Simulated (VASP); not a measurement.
# TiTe2 (Fm-3m) in VASP: notebook

Runs on TiTe2. Level: PBE. Tasks: single point.

Everything below comes from runs of VASP 6.6.1. Logs are shortened: lines on timing, memory, paths and dates and some standing lists are left out, and cuts for length are marked.

### 1 The cell of the first run

It takes space group Fm-3m (No. 225, cubic). Conventional cell: a = 6.731 Å, b = 6.731 Å, c = 6.731 Å, α = 90.00°, β = 90.00°, γ = 90.00°. Within 3.8 Å of Ti (site symmetry m-3m) lie 8 Te at 2.91 Å. Within 3.8 Å of Te (site symmetry -43m) lie 4 Ti at 2.91 Å and 6 Te at 3.37 Å.

### 2 Single point, PBE (volume changed by -6%)

Contents of INCAR:

```
SYSTEM = TiTe2
ALGO = Normal
EDIFF = 1E-6
ENCUT = 520
GGA = PE
ISIF = 2
ISMEAR = -1
LASPH = .True.
LCHARG = .False.
LREAL = .False.
LWAVE = .False.
NBANDS = 19
NELM = 80
PREC = Accurate
SIGMA = 0.02
```

Contents of KPOINTS:

```
k-points
0
Gamma
  6 6 6
  0 0 0
```

Contents of POSCAR:

```
TiTe2
1.0
    0.0000000000      3.3655211467      3.3655211467
    3.3655211467      0.0000000000      3.3655211467
    3.3655211467      3.3655211467      0.0000000000
Ti Te
1 2
Direct
    0.0000000000      0.0000000000      0.0000000000
    0.2500000000      0.2500000000      0.2500000000
    0.7500000000      0.7500000000      0.7500000000
```

Potentials or basis: VASP PAW PBE potentials, release 64 (Ti_sv, Te).

On the command line:

```
cat potpaw_PBE.64/Ti_sv/POTCAR potpaw_PBE.64/Te/POTCAR > POTCAR
mpirun -np 1 vasp_std > vasp.out
```

OUTCAR:

```text
SYSTEM = TiTe2
   EDIFF = 1E-6
   ENCUT = 520
   GGA = PE
   ISIF = 2
   ISMEAR = -1
   LASPH = .True.
   LREAL = .False.
   NELM = 80
   PREC = Accurate

 ion  position               nearest neighbor table
   1  0.000  0.000  0.000-   3 2.91   3 2.91   3 2.91   2 2.91   2 2.91   2 2.91   3 2.91   2 2.91

   2  0.250  0.250  0.250-   1 2.91   1 2.91   1 2.91   1 2.91   3 3.37   3 3.37   3 3.37   3 3.37
                             3 3.37   3 3.37
   3  0.750  0.750  0.750-   1 2.91   1 2.91   1 2.91   1 2.91   2 3.37   2 3.37   2 3.37   2 3.37
                             2 3.37   2 3.37

  LATTYP: Found a face centered cubic cell.
 ALAT       =     6.7310422934

  Lattice vectors:

 A1 = (   0.0000000000,   3.3655211467,   3.3655211467)
 A2 = (   3.3655211467,   0.0000000000,   3.3655211467)
 A3 = (   3.3655211467,   3.3655211467,   0.0000000000)

Analysis of symmetry for initial positions (statically):
=====================================================================
 Subroutine PRICEL returns:
 Original cell was already a primitive cell.

 Routine SETGRP: Setting up the symmetry group for a
 face centered cubic supercell.

 Subroutine GETGRP returns: Found 48 space group operations
 (whereof 48 operations were pure point group operations)
 out of a pool of 48 trial point group operations.

The static configuration has the point symmetry O_h .

Analysis of symmetry for dynamics (positions and initial velocities):
=====================================================================
 Subroutine PRICEL returns:
 Original cell was already a primitive cell.

 Routine SETGRP: Setting up the symmetry group for a
 face centered cubic supercell.

 Subroutine GETGRP returns: Found 48 space group operations
 (whereof 48 operations were pure point group operations)
 out of a pool of 48 trial point group operations.

The dynamic configuration has the point symmetry O_h .

 Subroutine INISYM returns: Found 48 space group operations
 (whereof 48 operations are pure point group operations),
 and found     1 'primitive' translations

----------------------------------------------------------------------------------------

                                     Primitive cell

  volume of cell :      76.2407

  direct lattice vectors                    reciprocal lattice vectors
     0.000000000  3.365521147  3.365521147    -0.148565401  0.148565401  0.148565401
     3.365521147  0.000000000  3.365521147     0.148565401 -0.148565401  0.148565401
     3.365521147  3.365521147  0.000000000     0.148565401  0.148565401 -0.148565401

  length of vectors
     4.759565650  4.759565650  4.759565650     0.257322823  0.257322823  0.257322823

  position of ions in fractional coordinates (direct lattice)
     0.000000000  0.000000000  0.000000000
     0.250000000  0.250000000  0.250000000
     0.750000000  0.750000000  0.750000000

  ion indices of the primitive-cell ions
   primitive index   ion index
                 1           1
                 2           2
                 3           3

----------------------------------------------------------------------------------------

 KPOINTS: k-points

Automatic generation of k-mesh.
 Grid dimensions read from file:
 generate k-points for:    6    6    6

 Generating k-lattice:

  Cartesian coordinates                     Fractional coordinates (reciprocal lattice)
    -0.024760900  0.024760900  0.024760900     0.166666667  0.000000000  0.000000000
     0.024760900 -0.024760900  0.024760900     0.000000000  0.166666667  0.000000000
     0.024760900  0.024760900 -0.024760900     0.000000000  0.000000000  0.166666667

  Length of vectors
     0.042887137  0.042887137  0.042887137

  Shift w.r.t. Gamma in fractional coordinates (k-lattice)
     0.000000000  0.000000000  0.000000000

 Subroutine IBZKPT returns following result:
 ===========================================

 Found     16 irreducible k-points:

 Following reciprocal coordinates:
            Coordinates               Weight
  0.000000  0.000000  0.000000      1.000000
  0.166667  0.000000  0.000000      8.000000
  0.333333  0.000000  0.000000      8.000000
  0.500000  0.000000  0.000000      4.000000
  0.166667  0.166667  0.000000      6.000000
  0.333333  0.166667  0.000000     24.000000
[... 8 lines left out ...]
 -0.333333  0.333333  0.166667     24.000000
 -0.333333  0.500000  0.166667     12.000000
   k-points           NKPTS =     16   k-points in BZ     NKDIM =     16   number of bands    NBANDS=     19
   number of dos      NEDOS =    301   number of ions     NIONS =      3
   total plane-waves  NPLWV =  46656
   dimension x,y,z NGX =    36 NGY =   36 NGZ =   36
   dimension x,y,z NGXF=    72 NGYF=   72 NGZF=   72
   ions per type =               1   2
   NGX,Y,Z   is equivalent  to a cutoff of  12.57, 12.57, 12.57 a.u.
   NGXF,Y,Z  is equivalent  to a cutoff of  25.15, 25.15, 25.15 a.u.
 SYSTEM =  TiTe2
   PREC   = accura    normal or accurate (medium, high low for compatibility)
   ISTART =      0    job   : 0-new  1-cont  2-samecut
   ICHARG =      2    charge: 1-file 2-atom 10-const
   ISPIN  =      1    spin polarized calculation?
   LNONCOLLINEAR =      F non collinear calculations
   LSORBIT =      F    spin-orbit coupling
   LASPH  =      T    aspherical Exc in radial PAW
   ENCUT  =  520.0 eV  38.22 Ry    6.18 a.u.   8.85  8.85  8.85*2*pi/ulx,y,z
   NELM   =     80;   NELMIN=  2; NELMDL= -5     # of ELM steps
   EDIFF  = 0.1E-05   stopping-criterion for ELM
   LREAL  =      F    real-space projection
   EDIFFG = 0.1E-04   stopping-criterion for IOM
   NSW    =      0    number of steps for IOM
   IBRION =     -1    ionic relax: 0-MD 1-quasi-New 2-CG
   NFREE  =      0    steps in history (QN), initial steepest desc. (CG)
   ISIF   =      2    stress and relaxation
   ISYM   =      2    0-nonsym 1-usesym 2-fastsym
   POTIM  = 0.5000    time-step for ionic-motion
   TEBEG  =    0.0;   TEEND  =   0.0 temperature during run
   PSTRESS=    0.0 pullay stress
   NELECT =      24.0000    total number of electrons
   NUPDOWN=      -1.0000    fix difference up-down
   EMIN   =  10.00;   EMAX   =-10.00  energy-range for DOS
   EFERMI =   0.00;   METHOD = LEGACY
   ISMEAR =    -1;   SIGMA  =   0.02  broadening in eV -4-tet -1-fermi 0-gaus
   EFERMI_NEDOS =   21; number of points for ismear=-14 and -15
   IALGO  =     38    algorithm
   IMIX   =      4    mixing-type and parameters
     AMIX     =   0.40;   BMIX     =  1.00
     AMIX_MAG =   1.60;   BMIX_MAG =  1.00
  volume/ion in A,a.u.               =      25.41       171.50
  Fermi-wavevector in a.u.,A,eV,Ry     =   1.113652  2.104498 16.874235  1.240221
  Thomas-Fermi vector in A             =   2.250239
   LORBIT       =      0    0 simple, 1 ext, 2 COOP (PROOUT), +10 PAW based schemes
   GGA     = PE    functional components
   LHFCALC =     F    Hartree Fock is set to
   AEXX    =    0.0000 exact exchange contribution
   IVDW    =     0    specifies the selected vdW correction
   LEPSILON=     F    determine dielectric tensor
   LRPA    =     F    only Hartree local field effects (RPA)
 non-spin polarized calculation
  energy-cutoff  :      520.00
  volume of cell :       76.24
 maximum number of plane-waves:      2085
   NGX = 17   NGY = 17   NGZ = 17

 number of electron      24.0000005 magnetization

 Free energy of the ion-electron system (eV)
  ---------------------------------------------------
  ext. energy  EPLUGINS =         0.00000000
  ---------------------------------------------------
  free energy    TOTEN  =       -14.96799474 eV

  energy without entropy =      -14.96145381  energy(sigma->0) =      -14.96472428

 E-fermi :   8.2100     XC(G=0): -10.0642

 val. band max:        8.1560755656   @ k =  -0.3333   0.5000   0.1667
 cond. band min:       8.2272587638   @ k =   0.5000   0.0000   0.0000
 fundamental gap:      0.0711831982
 Fermi energy:         8.2099975854

 k-point     1 :       0.0000    0.0000    0.0000
  band No.  band energies     occupation
      1     -49.4114      2.00000
      2     -25.6819      2.00000
      3     -25.6819      2.00000
      4     -25.6819      2.00000
      5      -5.4650      2.00000
      6      -1.1615      2.00000
[... 11 lines left out ...]
     18      11.0564      0.00000
     19      11.0564      0.00000

 k-point     2 :       0.1667    0.0000    0.0000
  band No.  band energies     occupation
      1     -49.4113      2.00000
      2     -25.6834      2.00000
      3     -25.6821      2.00000
      4     -25.6821      2.00000
      5      -5.2445      2.00000
      6      -1.6400      2.00000
[... 11 lines left out ...]
     18      11.9157      0.00000
     19      11.9158      0.00000

 k-point     3 :       0.3333    0.0000    0.0000
  band No.  band energies     occupation
      1     -49.4112      2.00000
      2     -25.6865      2.00000
      3     -25.6825      2.00000
      4     -25.6825      2.00000
      5      -4.6217      2.00000
      6      -2.6325      2.00000
[... 11 lines left out ...]
     18      12.8781      0.00000
     19      13.4027      0.00000

 k-point     4 :       0.5000    0.0000    0.0000
  band No.  band energies     occupation
      1     -49.4112      2.00000
      2     -25.6880      2.00000
      3     -25.6828      2.00000
      4     -25.6828      2.00000
      5      -3.7926      2.00000
      6      -3.6017      2.00000
[... 11 lines left out ...]
     18      14.0186      0.00000
     19      14.4834      0.00000

 k-point     5 :       0.1667    0.1667    0.0000
  band No.  band energies     occupation
      1     -49.4113      2.00000
      2     -25.6835      2.00000
      3     -25.6824      2.00000
      4     -25.6824      2.00000
      5      -5.1754      2.00000
      6      -1.7148      2.00000
[... 11 lines left out ...]
     18      10.8292      0.00000
     19      12.8156      0.00000

 k-point     6 :       0.3333    0.1667    0.0000
  band No.  band energies     occupation
      1     -49.4112      2.00000
      2     -25.6857      2.00000
      3     -25.6830      2.00000
      4     -25.6829      2.00000
      5      -4.7043      2.00000
      6      -2.3821      2.00000
[... 11 lines left out ...]
     18      11.4971      0.00000
     19      13.9346      0.00000

 k-point     7 :       0.5000    0.1667    0.0000
  band No.  band energies     occupation
      1     -49.4111      2.00000
      2     -25.6875      2.00000
      3     -25.6837      2.00000
      4     -25.6831      2.00000
      5      -3.9384      2.00000
      6      -3.2867      2.00000
[... 11 lines left out ...]
     18      12.5123      0.00000
     19      14.4763      0.00000

 k-point     8 :      -0.3333    0.1667    0.0000
  band No.  band energies     occupation
      1     -49.4112      2.00000
      2     -25.6870      2.00000
      3     -25.6839      2.00000
      4     -25.6828      2.00000
      5      -4.1979      2.00000
      6      -3.0272      2.00000
[... 11 lines left out ...]
     18      12.8286      0.00000
     19      13.6397      0.00000

 k-point     9 :      -0.1667    0.1667    0.0000
  band No.  band energies     occupation
      1     -49.4112      2.00000
      2     -25.6849      2.00000
      3     -25.6831      2.00000
      4     -25.6823      2.00000
      5      -4.8948      2.00000
      6      -2.1867      2.00000
[... 11 lines left out ...]
     18      12.1748      0.00000
     19      12.2670      0.00000

 k-point    10 :       0.3333    0.3333    0.0000
  band No.  band energies     occupation
      1     -49.4112      2.00000
      2     -25.6867      2.00000
      3     -25.6835      2.00000
      4     -25.6835      2.00000
      5      -4.4442      2.00000
      6      -2.4716      2.00000
[... 11 lines left out ...]
     18      11.0132      0.00000
     19      14.2952      0.00000

 k-point    11 :       0.5000    0.3333    0.0000
  band No.  band energies     occupation
      1     -49.4111      2.00000
      2     -25.6875      2.00000
      3     -25.6844      2.00000
      4     -25.6837      2.00000
      5      -3.9653      2.00000
      6      -2.9127      2.00000
[... 11 lines left out ...]
     18      11.4460      0.00000
     19      15.0703      0.00000

 k-point    12 :      -0.3333    0.3333    0.0000
  band No.  band energies     occupation
      1     -49.4111      2.00000
      2     -25.6863      2.00000
      3     -25.6860      2.00000
      4     -25.6834      2.00000
      5      -3.5569      2.00000
      6      -3.4639      2.00000
[... 11 lines left out ...]
     18      12.3386      0.00000
     19      13.6284      0.00000

 k-point    13 :       0.5000    0.5000    0.0000
  band No.  band energies     occupation
      1     -49.4111      2.00000
      2     -25.6883      2.00000
      3     -25.6840      2.00000
      4     -25.6840      2.00000
      5      -3.9380      2.00000
      6      -2.7631      2.00000
[... 11 lines left out ...]
     18      11.2159      0.00000
     19      14.4160      0.00000

 k-point    14 :       0.5000    0.3333    0.1667
  band No.  band energies     occupation
      1     -49.4111      2.00000
      2     -25.6867      2.00000
      3     -25.6844      2.00000
      4     -25.6832      2.00000
      5      -4.1893      2.00000
      6      -2.8667      2.00000
[... 11 lines left out ...]
     18      11.7923      0.00000
     19      14.1184      0.00000

 k-point    15 :      -0.3333    0.3333    0.1667
  band No.  band energies     occupation
      1     -49.4111      2.00000
      2     -25.6868      2.00000
      3     -25.6853      2.00000
      4     -25.6835      2.00000
      5      -3.5382      2.00000
      6      -3.4840      2.00000
[... 11 lines left out ...]
     18      12.5639      0.00000
     19      12.9454      0.00000

 k-point    16 :      -0.3333    0.5000    0.1667
  band No.  band energies     occupation
      1     -49.4111      2.00000
      2     -25.6873      2.00000
      3     -25.6851      2.00000
      4     -25.6840      2.00000
      5      -3.7054      2.00000
      6      -3.1351      2.00000
[... 11 lines left out ...]
     18      11.6897      0.00000
     19      13.7045      0.00000

------------------------ aborting loop because EDIFF is reached ----------------------------------------

  FORCE on cell =-STRESS in cart. coord.  units (eV):
  Direction    XX          YY          ZZ          XY          YZ          ZX
  --------------------------------------------------------------------------------------
  -------------------------------------------------------------------------------------
  Total        2.0431274      2.0431274      2.0431274      0.0000000      0.0000000      0.0000000
  in kB       42.9357500     42.9357500     42.9357500      0.0000000      0.0000000      0.0000000
  external PRESSURE =      42.9357500 kB  Pullay stress =       0.0000000 kB

 VOLUME and BASIS-vectors are now :
 -----------------------------------------------------------------------------
  energy-cutoff  :      520.00
  volume of cell :       76.24
      direct lattice vectors                 reciprocal lattice vectors
     0.000000000  3.365521147  3.365521147    -0.148565401  0.148565401  0.148565401
     3.365521147  0.000000000  3.365521147     0.148565401 -0.148565401  0.148565401
     3.365521147  3.365521147  0.000000000     0.148565401  0.148565401 -0.148565401

 POSITION                                       TOTAL-FORCE (eV/Angst)
 -----------------------------------------------------------------------------------
      0.00000      0.00000      0.00000         0.000000     -0.000000     -0.000000
      1.68276      1.68276      1.68276         0.000000     -0.000000      0.000000
      5.04828      5.04828      5.04828        -0.000000      0.000000      0.000000
 -----------------------------------------------------------------------------------
    total drift:                               -0.000000      0.000000      0.000000

  FREE ENERGIE OF THE ION-ELECTRON SYSTEM (eV)
  ---------------------------------------------------
  free  energy   TOTEN  =       -14.9679947437 eV

  energy  without entropy=      -14.9614538088  energy(sigma->0) =      -14.96472428
```

Run time: 40 s. Hardware: 1 thread of Intel Xeon Platinum 8259CL at 2.50GHz (Skylake/Cascade Lake), shared host; peak memory 0.2 GiB.

Results:

```
Free energy            : -14.9680 eV
Pressure               : 4.3 GPa
Band gap on the k mesh : zero (band 12 reaches 8.30 eV, above the bottom of band 13 at 7.91 eV)
```

Caveat: spin-orbit coupling is left out, which moves the levels of the heavy elements.

(Part 1 of 2 ends here.)
